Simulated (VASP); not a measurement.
# Pt2C3 (P-3m1) in VASP: notebook

The runs below take Pt2C3 through single point, relaxation of cell and atoms, with PBE.

Everything below comes from runs of VASP 6.6.1. Logs are shortened: lines on timing, memory, paths and dates and some standing lists are left out, and cuts for length are marked.

### 1 The cell of the first run

Symmetry: P-3m1, No. 164, trigonal system. The conventional cell has a = 3.378 Å, b = 3.378 Å, c = 5.256 Å, α = 90.00°, β = 90.00°, γ = 120.00°. Within 2.7 Å of Pt (site symmetry 3m) lie 7 C at 2.03 to 2.34 Å. C (site symmetry -3m) has 6 Pt at 2.34 Å and 6 C at 2.70 Å within 3.1 Å. Within 2.7 Å of C (site symmetry 3m) lie 4 Pt at 2.03 to 2.10 Å and 6 C at 2.48 to 2.70 Å.

### 2 Single point, PBE

Input file INCAR:

```
SYSTEM = Pt2C3
PREC = Accurate
ENCUT = 520
EDIFF = 1E-6
ISMEAR = 0
SIGMA = 0.1
LREAL = .False.
LASPH = .True.
NELM = 60
ALGO = Normal
ISIF = 2
LWAVE = .False.
LCHARG = .False.
GGA = PE
NBANDS = 24
```

Input file KPOINTS:

```
Automatic mesh
0
Gamma
  6 6 4
  0 0 0
```

Input file POSCAR:

```
Pt2C3
1.0
    3.3782535096      0.0000000000      0.0000000000
   -1.6891267548      2.9256533597      0.0000000000
    0.0000000000      0.0000000000      5.2560137091
Pt C
2 3
Direct
    0.3333333333      0.6666666667      0.2450000000
    0.6666666667      0.3333333333      0.7550000000
    0.0000000000      0.0000000000      0.0000000000
    0.3333333333      0.6666666667      0.6450000000
    0.6666666667      0.3333333333      0.3550000000
```

Potentials or basis: VASP PAW PBE potentials, release 64 (Pt, C).

Run with:

```
$ cat potpaw_PBE.64/Pt/POTCAR potpaw_PBE.64/C/POTCAR > POTCAR
$ mpirun -np 1 vasp_std > vasp.out
```

OUTCAR:

```text
SYSTEM = Pt2C3
   PREC = Accurate
   ENCUT = 520
   EDIFF = 1E-6
   ISMEAR = 0
   LREAL = .False.
   LASPH = .True.
   NELM = 60
   ISIF = 2
   GGA = PE

 ion  position               nearest neighbor table
   1  0.333  0.667  0.245-   5 2.03   5 2.03   5 2.03   4 2.10   3 2.34   3 2.34   3 2.34   2 3.23
                             2 3.23   2 3.23   2 3.32   2 3.32   2 3.32
   2  0.667  0.333  0.755-   4 2.03   4 2.03   4 2.03   5 2.10   3 2.34   3 2.34   3 2.34   1 3.23
                             1 3.23   1 3.23   1 3.32   1 3.32   1 3.32
   3  0.000  0.000  0.000-   1 2.34   2 2.34   1 2.34   2 2.34   2 2.34   1 2.34
   4  0.333  0.667  0.645-   2 2.03   2 2.03   2 2.03   1 2.10
   5  0.667  0.333  0.355-   1 2.03   1 2.03   1 2.03   2 2.10

  LATTYP: Found a hexagonal cell.
 ALAT       =     3.3782535096
 C/A-ratio  =     1.5558375635

  Lattice vectors:

 A1 = (   3.3782535096,   0.0000000000,   0.0000000000)
 A2 = (  -1.6891267548,   2.9256533597,   0.0000000000)
 A3 = (   0.0000000000,   0.0000000000,   5.2560137091)

Analysis of symmetry for initial positions (statically):
=====================================================================
 Subroutine PRICEL returns:
 Original cell was already a primitive cell.

 Routine SETGRP: Setting up the symmetry group for a
 hexagonal supercell.

 Subroutine GETGRP returns: Found 12 space group operations
 (whereof 12 operations were pure point group operations)
 out of a pool of 24 trial point group operations.

The static configuration has the point symmetry D_3d.

Analysis of symmetry for dynamics (positions and initial velocities):
=====================================================================
 Subroutine PRICEL returns:
 Original cell was already a primitive cell.

 Routine SETGRP: Setting up the symmetry group for a
 hexagonal supercell.

 Subroutine GETGRP returns: Found 12 space group operations
 (whereof 12 operations were pure point group operations)
 out of a pool of 24 trial point group operations.

The dynamic configuration has the point symmetry D_3d.

 Subroutine INISYM returns: Found 12 space group operations
 (whereof 12 operations are pure point group operations),
 and found     1 'primitive' translations

----------------------------------------------------------------------------------------

                                     Primitive cell

  volume of cell :      51.9483

  direct lattice vectors                    reciprocal lattice vectors
     3.378253510  0.000000000  0.000000000     0.296010941  0.170901996  0.000000000
    -1.689126755  2.925653360  0.000000000     0.000000000  0.341803993  0.000000000
     0.000000000  0.000000000  5.256013709     0.000000000  0.000000000  0.190258256

  length of vectors
     3.378253510  3.378253510  5.256013709     0.341803993  0.341803993  0.190258256

  position of ions in fractional coordinates (direct lattice)
     0.333333333  0.666666667  0.245000000
     0.666666667  0.333333333  0.755000000
     0.000000000  0.000000000  0.000000000
     0.333333333  0.666666667  0.645000000
     0.666666667  0.333333333  0.355000000

  ion indices of the primitive-cell ions
   primitive index   ion index
                 1           1
                 2           2
                 3           3
                 4           4
                 5           5

----------------------------------------------------------------------------------------

 KPOINTS: Automatic mesh

Automatic generation of k-mesh.
 Grid dimensions read from file:
 generate k-points for:    6    6    4

 Generating k-lattice:

  Cartesian coordinates                     Fractional coordinates (reciprocal lattice)
     0.049335157  0.028483666  0.000000000     0.166666667  0.000000000  0.000000000
     0.000000000  0.056967332  0.000000000     0.000000000  0.166666667  0.000000000
     0.000000000  0.000000000  0.047564564     0.000000000  0.000000000  0.250000000

  Length of vectors
     0.056967332  0.056967332  0.047564564

  Shift w.r.t. Gamma in fractional coordinates (k-lattice)
     0.000000000  0.000000000  0.000000000

 Subroutine IBZKPT returns following result:
 ===========================================

 Found     24 irreducible k-points:

 Following reciprocal coordinates:
            Coordinates               Weight
  0.000000  0.000000  0.000000      1.000000
  0.166667 -0.000000  0.000000      6.000000
  0.333333 -0.000000  0.000000      6.000000
  0.500000 -0.000000  0.000000      3.000000
  0.166667  0.166667  0.000000      6.000000
  0.333333  0.166667  0.000000     12.000000
[... 16 lines left out ...]
  0.333333  0.166667  0.500000     12.000000
  0.333333  0.333333  0.500000      2.000000
   k-points           NKPTS =     24   k-points in BZ     NKDIM =     24   number of bands    NBANDS=     24
   number of dos      NEDOS =    301   number of ions     NIONS =      5
   total plane-waves  NPLWV =  31360
   dimension x,y,z NGX =    28 NGY =   28 NGZ =   40
   dimension x,y,z NGXF=    56 NGYF=   56 NGZF=   80
   ions per type =               2   3
   NGX,Y,Z   is equivalent  to a cutoff of  13.78, 13.78, 12.65 a.u.
   NGXF,Y,Z  is equivalent  to a cutoff of  27.56, 27.56, 25.30 a.u.
 SYSTEM =  Pt2C3
   PREC   = accura    normal or accurate (medium, high low for compatibility)
   ISTART =      0    job   : 0-new  1-cont  2-samecut
   ICHARG =      2    charge: 1-file 2-atom 10-const
   ISPIN  =      1    spin polarized calculation?
   LNONCOLLINEAR =      F non collinear calculations
   LSORBIT =      F    spin-orbit coupling
   LASPH  =      T    aspherical Exc in radial PAW
   ENCUT  =  520.0 eV  38.22 Ry    6.18 a.u.   6.28  6.28  9.77*2*pi/ulx,y,z
   NELM   =     60;   NELMIN=  2; NELMDL= -5     # of ELM steps
   EDIFF  = 0.1E-05   stopping-criterion for ELM
   LREAL  =      F    real-space projection
   EDIFFG = 0.1E-04   stopping-criterion for IOM
   NSW    =      0    number of steps for IOM
   IBRION =     -1    ionic relax: 0-MD 1-quasi-New 2-CG
   NFREE  =      0    steps in history (QN), initial steepest desc. (CG)
   ISIF   =      2    stress and relaxation
   ISYM   =      2    0-nonsym 1-usesym 2-fastsym
   POTIM  = 0.5000    time-step for ionic-motion
   TEBEG  =    0.0;   TEEND  =   0.0 temperature during run
   PSTRESS=    0.0 pullay stress
   NELECT =      32.0000    total number of electrons
   NUPDOWN=      -1.0000    fix difference up-down
   EMIN   =  10.00;   EMAX   =-10.00  energy-range for DOS
   EFERMI =   0.00;   METHOD = LEGACY
   ISMEAR =     0;   SIGMA  =   0.10  broadening in eV -4-tet -1-fermi 0-gaus
   EFERMI_NEDOS =   21; number of points for ismear=-14 and -15
   IALGO  =     38    algorithm
   IMIX   =      4    mixing-type and parameters
     AMIX     =   0.40;   BMIX     =  1.00
     AMIX_MAG =   1.60;   BMIX_MAG =  1.00
  volume/ion in A,a.u.               =      10.39        70.11
  Fermi-wavevector in a.u.,A,eV,Ry     =   1.392946  2.632286 26.399366  1.940299
  Thomas-Fermi vector in A             =   2.516640
   LORBIT       =      0    0 simple, 1 ext, 2 COOP (PROOUT), +10 PAW based schemes
   GGA     = PE    functional components
   LHFCALC =     F    Hartree Fock is set to
   AEXX    =    0.0000 exact exchange contribution
   IVDW    =     0    specifies the selected vdW correction
   LEPSILON=     F    determine dielectric tensor
   LRPA    =     F    only Hartree local field effects (RPA)
 non-spin polarized calculation
 Gauss-broadening in eV      SIGMA  =   0.10
  energy-cutoff  :      520.00
  volume of cell :       51.95
 maximum number of plane-waves:      1424
 NGX is ok and might be reduce to    28
   NGX = 13   NGY = 13   NGZ = 19

 number of electron      31.9999998 magnetization

 Free energy of the ion-electron system (eV)
  ---------------------------------------------------
  ext. energy  EPLUGINS =         0.00000000
  ---------------------------------------------------
  free energy    TOTEN  =       -30.59235282 eV

  energy without entropy =      -30.57101007  energy(sigma->0) =      -30.58168145

 E-fermi :  10.3565     XC(G=0): -12.8829

 val. band max:       10.3501204492   @ k =   0.3333   0.1667   0.5000
 cond. band min:      10.3566359979   @ k =   0.3333   0.1667   0.2500
 fundamental gap:      0.0065155487
 Fermi energy:        10.3565290615

 k-point     1 :       0.0000    0.0000    0.0000
  band No.  band energies     occupation
      1      -5.5357      2.00000
      2      -2.3553      2.00000
      3      -0.4850      2.00000
      4       2.5444      2.00000
      5       2.5444      2.00000
      6       2.6609      2.00000
[... 16 lines left out ...]
     23      18.2470      0.00000
     24      19.2781      0.00000

 k-point     2 :       0.1667   -0.0000    0.0000
  band No.  band energies     occupation
      1      -5.0927      2.00000
      2      -2.0776      2.00000
      3      -0.6927      2.00000
      4       2.1059      2.00000
      5       2.6349      2.00000
      6       2.6906      2.00000
[... 16 lines left out ...]
     23      18.7146      0.00000
     24      19.6148      0.00000

 k-point     3 :       0.3333   -0.0000    0.0000
  band No.  band energies     occupation
      1      -3.9711      2.00000
      2      -1.8204      2.00000
      3      -0.9384      2.00000
      4       1.7657      2.00000
      5       2.8032      2.00000
      6       3.1046      2.00000
[... 16 lines left out ...]
     23      17.7775      0.00000
     24      20.2540      0.00000

 k-point     4 :       0.5000   -0.0000    0.0000
  band No.  band energies     occupation
      1      -3.1327      2.00000
      2      -1.9637      2.00000
      3      -1.0468      2.00000
      4       1.9137      2.00000
      5       2.7646      2.00000
      6       2.8690      2.00000
[... 16 lines left out ...]
     23      17.1637      0.00000
     24      20.5682      0.00000

 k-point     5 :       0.1667    0.1667    0.0000
  band No.  band energies     occupation
      1      -4.2979      2.00000
      2      -1.7997      2.00000
      3      -0.9250      2.00000
      4       2.0358      2.00000
      5       2.4271      2.00000
      6       2.9762      2.00000
[... 16 lines left out ...]
     23      18.7834      0.00000
     24      19.2273      0.00000

 k-point     6 :       0.3333    0.1667    0.0000
  band No.  band energies     occupation
      1      -3.1722      2.00000
      2      -1.9234      2.00000
      3      -0.9820      2.00000
      4       2.0935      2.00000
      5       2.8388      2.00000
      6       3.1718      2.00000
[... 16 lines left out ...]
     23      18.0367      0.00000
     24      20.2932      0.00000
[... 379 lines left out ...]
 k-point    21 :       0.5000   -0.0000    0.5000
  band No.  band energies     occupation
      1      -2.9668      2.00000
      2      -1.8413      2.00000
      3      -0.8268      2.00000
      4       0.7187      2.00000
      5       2.6687      2.00000
      6       3.1182      2.00000
[... 16 lines left out ...]
     23      17.6785      0.00000
     24      19.6896      0.00000

 k-point    22 :       0.1667    0.1667    0.5000
  band No.  band energies     occupation
      1      -3.7082      2.00000
      2      -2.5897      2.00000
      3      -0.9449      2.00000
      4       2.1502      2.00000
      5       2.4128      2.00000
      6       2.8281      2.00000
[... 16 lines left out ...]
     23      18.8905      0.00000
     24      19.8026      0.00000

 k-point    23 :       0.3333    0.1667    0.5000
  band No.  band energies     occupation
      1      -2.8967      2.00000
      2      -1.8164      2.00000
      3      -1.1309      2.00000
      4       1.4616      2.00000
      5       2.5106      2.00000
      6       2.7681      2.00000
[... 16 lines left out ...]
     23      18.5270      0.00000
     24      20.1889      0.00000

 k-point    24 :       0.3333    0.3333    0.5000
  band No.  band energies     occupation
      1      -2.2089      2.00000
      2      -2.2089      2.00000
      3      -0.8163      2.00000
      4       1.9218      2.00000
      5       1.9218      2.00000
      6       2.3777      2.00000
[... 16 lines left out ...]
     23      19.7796      0.00000
     24      19.7796      0.00000

------------------------ aborting loop because EDIFF is reached ----------------------------------------

  FORCE on cell =-STRESS in cart. coord.  units (eV):
  Direction    XX          YY          ZZ          XY          YZ          ZX
  --------------------------------------------------------------------------------------
  -------------------------------------------------------------------------------------
  Total        4.7177531      4.7177531      7.3526541      0.0000000     -0.0000000      0.0000000
  in kB      145.5037534    145.5037534    226.7687071      0.0000000     -0.0000000      0.0000000
  external PRESSURE =     172.5920713 kB  Pullay stress =       0.0000000 kB

 VOLUME and BASIS-vectors are now :
 -----------------------------------------------------------------------------
  energy-cutoff  :      520.00
  volume of cell :       51.95
      direct lattice vectors                 reciprocal lattice vectors
     3.378253510  0.000000000  0.000000000     0.296010941  0.170901996  0.000000000
    -1.689126755  2.925653360  0.000000000     0.000000000  0.341803993  0.000000000
     0.000000000  0.000000000  5.256013709     0.000000000  0.000000000  0.190258256

 POSITION                                       TOTAL-FORCE (eV/Angst)
 -----------------------------------------------------------------------------------
     -0.00000      1.95044      1.28772        -0.000000      0.000000     -2.173187
      1.68913      0.97522      3.96829         0.000000     -0.000000      2.173187
      0.00000      0.00000      0.00000        -0.000000      0.000000      0.000000
     -0.00000      1.95044      3.39013         0.000000      0.000000     -1.040517
      1.68913      0.97522      1.86588         0.000000      0.000000      1.040517
 -----------------------------------------------------------------------------------
    total drift:                                0.000000     -0.000000      0.000000

  FREE ENERGIE OF THE ION-ELECTRON SYSTEM (eV)
  ---------------------------------------------------
  free  energy   TOTEN  =       -30.5923528237 eV

  energy  without entropy=      -30.5710100701  energy(sigma->0) =      -30.58168145
```

It took 19 s on 1 thread of Intel Xeon 6975P-C (Granite Rapids), shared host; peak memory 0.18 GiB.

Results:

```yaml
Free_energy: -30.5924 eV
Pressure: 17.3 GPa
Largest_force: 2.173 eV/Å
Band_gap_on_the_k_mesh: zero (bands 16 and 17 overlap by 0.85 eV)
```

Forces on the atoms (eV/Å):
```
Pt   0.000  0.000 -2.173
Pt   0.000  0.000  2.173
C    0.000  0.000  0.000
C    0.000  0.000 -1.041
C    0.000  0.000  1.041
```

Levels at points of the mesh, in eV from the Fermi level:
```
           k point  band 13  band 14  band 15  band 16  band 17  band 18  band 19  band 20
(0.00, 0.00, 0.00)    -3.66    -1.25    -0.04     0.80     0.80     1.75     2.76     2.76
(0.50, 0.00, 0.00)    -3.33    -3.16    -2.67    -1.72     0.21     0.83     0.99     3.31
(0.00, 0.00, 0.50)    -2.94    -0.67    -0.62    -0.62     0.75     2.42     4.07     4.07
(0.50, 0.00, 0.50)    -3.68    -2.84    -1.31    -0.97     0.11     0.38     1.98     3.11
```

Caveat: the cell stands under pressure; spin-orbit coupling is left out, which moves the levels of the heavy elements; forces of over 1 eV/Å act on the atoms, so gaps and moduli don't describe the material at rest.

### 3 Single point, PBE

This run uses another cell than the first one, of 10.82 Å³/atom.

Input file INCAR:

```
  PREC = Accurate
  ENCUT = 520
  EDIFF = 1E-6
  ISMEAR = 0
  SIGMA = 0.1
  LREAL = False
  LASPH = True
  NELM = 100
  ALGO = Normal
  ISIF = 2
  LWAVE = False
  LCHARG = False
  GGA = PE
  NBANDS = 24
```

Input file KPOINTS:

```
regular mesh
0
Gamma
  6 6 4
```

Input file POSCAR:

```
Pt2C3
1.0
    3.3285112534      0.0000000000      0.0000000000
   -1.6642556267      2.8825753022      0.0000000000
    0.0000000000      0.0000000000      5.6401596434
Pt C
2 3
Direct
    0.3333333333      0.6666666667      0.2316418996
    0.6666666667      0.3333333333      0.7683581004
    0.0000000000      0.0000000000      0.0000000000
    0.3333333333      0.6666666667      0.6280555197
    0.6666666667      0.3333333333      0.3719444803
```

Potentials or basis: VASP PAW PBE potentials, release 64 (Pt, C).

Run with:

```
$ cat potpaw_PBE.64/Pt/POTCAR potpaw_PBE.64/C/POTCAR > POTCAR
$ mpirun -np 1 vasp_std > vasp.out
```

Run time: 23 s. Hardware: 1 thread of Intel Xeon 6975P-C (Granite Rapids), shared host; peak memory 0.18 GiB.

It converged, with:

```
Free energy            : -31.0977 eV
Pressure               : 0.0 GPa
Largest force          : 0.046 eV/Å
Band gap on the k mesh : zero (bands 16 and 17 overlap by 0.66 eV)
```

Forces in eV/Å, atoms in the order of the input:
```
Pt   0.000  0.000 -0.046
Pt   0.000  0.000  0.046
C    0.000  0.000  0.000
C    0.000  0.000 -0.007
C    0.000  0.000  0.007
```

Stress tensor (GPa, compression positive):
```
-0.05  0.00  0.00
 0.00 -0.05  0.00
 0.00  0.00  0.22
```

Levels at points of the mesh, in eV from the Fermi level:
```tsv
k point	band 14	band 15	band 16	band 17	band 18	band 19
(0.00, 0.00, 0.00)	-2.57	0.40	0.60	0.60	1.70	2.23
(0.50, 0.00, 0.00)	-2.84	-2.78	-1.96	0.21	0.80	1.66
(0.00, 0.00, 0.50)	-0.89	-0.65	-0.65	0.24	2.12	3.56
(0.50, 0.00, 0.50)	-2.43	-2.01	-1.18	0.57	0.70	1.03
```

Caveat: the k points lie up to 0.36 Å⁻¹ apart, too coarse for converged energies and pressures of a metal; spin-orbit coupling is left out, which moves the levels of the heavy elements.

(Part 1 of 2 ends here.)
